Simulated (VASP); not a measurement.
# Sr (Im-3m) in VASP: single point with r2SCAN

Aim: the single point of Sr with r2SCAN.

Everything below comes from runs of VASP 6.6.1. Logs are shortened: lines on timing, memory, paths and dates and some standing lists are left out, and cuts for length are marked.

### Step 1. The cell of the first run

It takes space group Im-3m (No. 229, cubic). Conventional cell: a = 4.829 Å, b = 4.829 Å, c = 4.829 Å, α = 90.00°, β = 90.00°, γ = 90.00°. Within 5.5 Å of Sr (site symmetry m-3m) lie 14 Sr at 4.18 to 4.83 Å.

### Step 2. Single point, r2SCAN

Contents of POSCAR:

```
Sr
1.0
   -2.4147147952      2.4147147952      2.4147147952
    2.4147147952     -2.4147147952      2.4147147952
    2.4147147952      2.4147147952     -2.4147147952
Sr
1
Direct
    0.0000000000      0.0000000000      0.0000000000
```

Contents of INCAR.step1:

```
PREC = Accurate
ENCUT = 520
ISMEAR = -1
SIGMA = 0.1
LREAL = False
LASPH = True
NELM = 80
NBANDS = 11
GGA = PE
ALGO = Normal
EDIFF = 1E-4
LWAVE = True
LCHARG = False
```

Contents of INCAR.step2:

```
PREC = Accurate
ENCUT = 520
EDIFF = 1E-6
ISMEAR = -1
SIGMA = 0.1
LREAL = False
LASPH = True
NELM = 80
ALGO = Normal
ISIF = 2
LWAVE = False
LCHARG = False
METAGGA = R2SCAN
LMIXTAU = True
NBANDS = 11
ISTART = 1
```

Contents of KPOINTS:

```
regular mesh
0
Gamma
  5 5 5
```

Potentials or basis: VASP PAW PBE potentials, release 64 (Sr_sv).

Run with:

```console
cat potpaw_PBE.64/Sr_sv/POTCAR > POTCAR
cp INCAR.step1 INCAR
mpirun -np 1 vasp_std > vasp.out
cp INCAR.step2 INCAR
mpirun -np 1 vasp_std > vasp.out
```

OUTCAR:

```text
PREC = Accurate
   ENCUT = 520
   EDIFF = 1E-6
   ISMEAR = -1
   LREAL = False
   LASPH = True
   NELM = 80
   ISIF = 2
   METAGGA = R2SCAN
   ISTART = 1

 ion  position               nearest neighbor table
   1  0.000  0.000  0.000-

  LATTYP: Found a body centered cubic cell.
 ALAT       =     4.8294295904

  Lattice vectors:

 A1 = (  -2.4147147952,   2.4147147952,   2.4147147952)
 A2 = (   2.4147147952,  -2.4147147952,   2.4147147952)
 A3 = (   2.4147147952,   2.4147147952,  -2.4147147952)

Analysis of symmetry for initial positions (statically):
=====================================================================
 Subroutine PRICEL returns:
 Original cell was already a primitive cell.

 Routine SETGRP: Setting up the symmetry group for a
 body centered cubic supercell.

 Subroutine GETGRP returns: Found 48 space group operations
 (whereof 48 operations were pure point group operations)
 out of a pool of 48 trial point group operations.

The static configuration has the point symmetry O_h .

Analysis of symmetry for dynamics (positions and initial velocities):
=====================================================================
 Subroutine PRICEL returns:
 Original cell was already a primitive cell.

 Routine SETGRP: Setting up the symmetry group for a
 body centered cubic supercell.

 Subroutine GETGRP returns: Found 48 space group operations
 (whereof 48 operations were pure point group operations)
 out of a pool of 48 trial point group operations.

The dynamic configuration has the point symmetry O_h .

 Subroutine INISYM returns: Found 48 space group operations
 (whereof 48 operations are pure point group operations),
 and found     1 'primitive' translations

----------------------------------------------------------------------------------------

                                     Primitive cell

  volume of cell :      56.3193

  direct lattice vectors                    reciprocal lattice vectors
    -2.414714795  2.414714795  2.414714795     0.000000000  0.207063791  0.207063791
     2.414714795 -2.414714795  2.414714795     0.207063791  0.000000000  0.207063791
     2.414714795  2.414714795 -2.414714795     0.207063791  0.207063791  0.000000000

  length of vectors
     4.182408711  4.182408711  4.182408711     0.292832422  0.292832422  0.292832422

  position of ions in fractional coordinates (direct lattice)
     0.000000000  0.000000000  0.000000000

  ion indices of the primitive-cell ions
   primitive index   ion index
                 1           1

----------------------------------------------------------------------------------------

 KPOINTS: regular mesh

Automatic generation of k-mesh.
 Grid dimensions read from file:
 generate k-points for:    5    5    5

 Generating k-lattice:

  Cartesian coordinates                     Fractional coordinates (reciprocal lattice)
     0.000000000  0.041412758  0.041412758     0.200000000  0.000000000  0.000000000
     0.041412758  0.000000000  0.041412758     0.000000000  0.200000000  0.000000000
     0.041412758  0.041412758  0.000000000     0.000000000  0.000000000  0.200000000

  Length of vectors
     0.058566484  0.058566484  0.058566484

  Shift w.r.t. Gamma in fractional coordinates (k-lattice)
     0.000000000  0.000000000  0.000000000

 Subroutine IBZKPT returns following result:
 ===========================================

 Found     10 irreducible k-points:

 Following reciprocal coordinates:
            Coordinates               Weight
  0.000000  0.000000  0.000000      1.000000
  0.200000  0.000000  0.000000     12.000000
  0.400000  0.000000  0.000000     12.000000
  0.200000  0.200000  0.000000     24.000000
  0.400000  0.200000  0.000000     24.000000
  0.200000  0.200000  0.200000      8.000000
 -0.200000  0.200000  0.200000      6.000000
 -0.400000  0.400000  0.200000     24.000000
 -0.400000 -0.400000  0.200000      8.000000
 -0.400000  0.400000  0.400000      6.000000
   k-points           NKPTS =     10   k-points in BZ     NKDIM =     10   number of bands    NBANDS=     11
   number of dos      NEDOS =    301   number of ions     NIONS =      1
   total plane-waves  NPLWV =  32768
   dimension x,y,z NGX =    32 NGY =   32 NGZ =   32
   dimension x,y,z NGXF=    64 NGYF=   64 NGZF=   64
   ions per type =               1
   NGX,Y,Z   is equivalent  to a cutoff of  12.72, 12.72, 12.72 a.u.
   NGXF,Y,Z  is equivalent  to a cutoff of  25.44, 25.44, 25.44 a.u.
 SYSTEM =  unknown system
   PREC   = accura    normal or accurate (medium, high low for compatibility)
   ISTART =      1    job   : 0-new  1-cont  2-samecut
   ICHARG =      0    charge: 1-file 2-atom 10-const
   ISPIN  =      1    spin polarized calculation?
   LNONCOLLINEAR =      F non collinear calculations
   LSORBIT =      F    spin-orbit coupling
   LASPH  =      T    aspherical Exc in radial PAW
   ENCUT  =  520.0 eV  38.22 Ry    6.18 a.u.   7.78  7.78  7.78*2*pi/ulx,y,z
   NELM   =     80;   NELMIN=  2; NELMDL=  0     # of ELM steps
   EDIFF  = 0.1E-05   stopping-criterion for ELM
   LREAL  =      F    real-space projection
[... 7 lines left out ...]
   TEBEG  =    0.0;   TEEND  =   0.0 temperature during run
   PSTRESS=    0.0 pullay stress
   NELECT =      10.0000    total number of electrons
   NUPDOWN=      -1.0000    fix difference up-down
   EMIN   =  10.00;   EMAX   =-10.00  energy-range for DOS
   EFERMI =   0.00;   METHOD = LEGACY
   ISMEAR =    -1;   SIGMA  =   0.10  broadening in eV -4-tet -1-fermi 0-gaus
   EFERMI_NEDOS =   21; number of points for ismear=-14 and -15
   IALGO  =     38    algorithm
   IMIX   =      4    mixing-type and parameters
     AMIX     =   0.40;   BMIX     =  1.00
     AMIX_MAG =   1.60;   BMIX_MAG =  1.00
  volume/ion in A,a.u.               =      56.32       380.06
  Fermi-wavevector in a.u.,A,eV,Ry     =   0.920144  1.738819 11.519569  0.846664
  Thomas-Fermi vector in A             =   2.045416
   LORBIT       =      0    0 simple, 1 ext, 2 COOP (PROOUT), +10 PAW based schemes
   METAGGA = R2SCAN    functional components
   LHFCALC =     F    Hartree Fock is set to
   AEXX    =    0.0000 exact exchange contribution
   IVDW    =     0    specifies the selected vdW correction
   LEPSILON=     F    determine dielectric tensor
   LRPA    =     F    only Hartree local field effects (RPA)
 non-spin polarized calculation
  energy-cutoff  :      520.00
  volume of cell :       56.32
 maximum number of plane-waves:      1523
   NGX = 15   NGY = 15   NGZ = 15

 number of electron      10.0000000 magnetization

 Free energy of the ion-electron system (eV)
  ---------------------------------------------------
  ext. energy  EPLUGINS =         0.00000000
  ---------------------------------------------------
  free energy    TOTEN  =       -15.11004281 eV

  energy without entropy =      -15.06458773  energy(sigma->0) =      -15.08731527

 E-fermi :   1.5069     XC(G=0):  -7.7140

 val. band max:        1.3068269074   @ k =  -0.4000   0.4000   0.4000
 cond. band min:       1.6355784903   @ k =   0.4000   0.2000   0.0000
 fundamental gap:      0.3287515829
 Fermi energy:         1.5068694456

 k-point     1 :       0.0000    0.0000    0.0000
  band No.  band energies     occupation
      1     -36.5303      2.00000
      2     -17.7924      2.00000
      3     -17.7924      2.00000
      4     -17.7924      2.00000
      5      -2.2681      2.00000
      6       4.2436      0.00000
      7       4.2436      0.00000
      8       4.2436      0.00000
      9       5.5885      0.00000
     10       5.5885      0.00000
     11      10.0145      0.00000

 k-point     2 :       0.2000    0.0000    0.0000
  band No.  band energies     occupation
      1     -36.5251      2.00000
      2     -17.8593      2.00000
      3     -17.8140      2.00000
      4     -17.7925      2.00000
      5      -1.5906      2.00000
      6       3.5489      0.00000
      7       3.7147      0.00000
      8       4.9008      0.00000
      9       5.2771      0.00000
     10       5.5899      0.00000
     11      10.1551      0.00000

 k-point     3 :       0.4000    0.0000    0.0000
  band No.  band energies     occupation
      1     -36.5169      2.00000
      2     -17.9644      2.00000
      3     -17.8488      2.00000
      4     -17.7926      2.00000
      5       0.0389      2.00000
      6       2.0759      0.00674
      7       3.0840      0.00000
      8       5.4828      0.00000
      9       5.9446      0.00000
     10       6.6516      0.00000
     11       8.2679      0.00000

 k-point     4 :       0.2000    0.2000    0.0000
  band No.  band energies     occupation
      1     -36.5185      2.00000
      2     -17.9293      2.00000
      3     -17.8436      2.00000
      4     -17.8070      2.00000
      5      -0.3941      2.00000
      6       2.6215      0.00003
      7       3.0477      0.00000
      8       5.2013      0.00000
      9       5.9410      0.00000
     10       6.0987      0.00000
     11       8.5123      0.00000

 k-point     5 :       0.4000    0.2000    0.0000
  band No.  band energies     occupation
      1     -36.5143      2.00000
      2     -17.9585      2.00000
      3     -17.8800      2.00000
      4     -17.8110      2.00000
      5       1.1018      1.96577
      6       1.6356      0.43269
      7       2.6237      0.00003
      8       5.3189      0.00000
      9       6.0342      0.00000
     10       6.9013      0.00000
     11       7.6027      0.00000

 k-point     6 :       0.2000    0.2000    0.2000
  band No.  band energies     occupation
      1     -36.5152      2.00000
      2     -17.9338      2.00000
      3     -17.8544      2.00000
      4     -17.8544      2.00000
      5       1.0614      1.97703
      6       2.1640      0.00280
      7       2.1640      0.00280
      8       5.7618      0.00000
      9       6.0963      0.00000
     10       6.0963      0.00000
     11       7.8706      0.00000

 k-point     7 :      -0.2000    0.2000    0.2000
  band No.  band energies     occupation
      1     -36.5205      2.00000
      2     -17.8681      2.00000
      3     -17.8369      2.00000
      4     -17.8369      2.00000
      5      -0.9609      2.00000
      6       3.5380      0.00000
      7       3.8929      0.00000
      8       3.8929      0.00000
      9       4.9722      0.00000
     10       6.1097      0.00000
     11       9.2708      0.00000

 k-point     8 :      -0.4000    0.4000    0.2000
  band No.  band energies     occupation
      1     -36.5129      2.00000
      2     -17.9479      2.00000
      3     -17.8735      2.00000
      4     -17.8407      2.00000
      5       0.5557      1.99985
      6       2.0858      0.00610
      7       3.6093      0.00000
      8       4.1491      0.00000
      9       5.7181      0.00000
     10       6.4781      0.00000
     11       8.3227      0.00000

 k-point     9 :      -0.4000   -0.4000    0.2000
  band No.  band energies     occupation
      1     -36.5094      2.00000
      2     -17.9305      2.00000
      3     -17.9305      2.00000
      4     -17.8515      2.00000
      5       1.6450      0.40155
      6       1.6450      0.40154
      7       2.7727      0.00001
      8       5.2579      0.00000
      9       5.2579      0.00000
     10       6.9632      0.00000
     11       7.8793      0.00000

 k-point    10 :      -0.4000    0.4000    0.4000
  band No.  band energies     occupation
      1     -36.5064      2.00000
      2     -17.9248      2.00000
      3     -17.9131      2.00000
      4     -17.9131      2.00000
      5       1.3068      1.76168
      6       1.7129      0.22599
      7       4.6827      0.00000
      8       4.6828      0.00000
      9       4.8154      0.00000
     10       6.5522      0.00000
     11       7.9743      0.00000

------------------------ aborting loop because EDIFF is reached ----------------------------------------

  FORCE on cell =-STRESS in cart. coord.  units (eV):
  Direction    XX          YY          ZZ          XY          YZ          ZX
  --------------------------------------------------------------------------------------
  -------------------------------------------------------------------------------------
  Total        0.0029336      0.0029336      0.0029336      0.0000000     -0.0000000     -0.0000000
  in kB        0.0834553      0.0834553      0.0834553      0.0000000     -0.0000000     -0.0000000
  external PRESSURE =       0.0834553 kB  Pullay stress =       0.0000000 kB

 VOLUME and BASIS-vectors are now :
 -----------------------------------------------------------------------------
  energy-cutoff  :      520.00
  volume of cell :       56.32
      direct lattice vectors                 reciprocal lattice vectors
    -2.414714795  2.414714795  2.414714795     0.000000000  0.207063791  0.207063791
     2.414714795 -2.414714795  2.414714795     0.207063791  0.000000000  0.207063791
     2.414714795  2.414714795 -2.414714795     0.207063791  0.207063791  0.000000000

 POSITION                                       TOTAL-FORCE (eV/Angst)
 -----------------------------------------------------------------------------------
      0.00000      0.00000      0.00000         0.000000      0.000000     -0.000000
 -----------------------------------------------------------------------------------
    total drift:                                0.000000      0.000000     -0.000000

  FREE ENERGIE OF THE ION-ELECTRON SYSTEM (eV)
  ---------------------------------------------------
  free  energy   TOTEN  =       -15.1100428058 eV

  energy  without entropy=      -15.0645877342  energy(sigma->0) =      -15.08731527
```

Run time: 23 s. Hardware: 1 thread of Intel Xeon 6975P-C, shared host; peak memory 0.18 GiB.

What came out:

```
Free energy            : -15.1100 eV
Pressure               : 0.0 GPa
Band gap on the k mesh : zero (band 5 reaches 1.65 eV, above the bottom of band 6 at 1.64 eV)
```

Caveat: the k points lie up to 0.37 Å⁻¹ apart; the PAW data sets were made with another functional, which shifts forces and pressure a little.
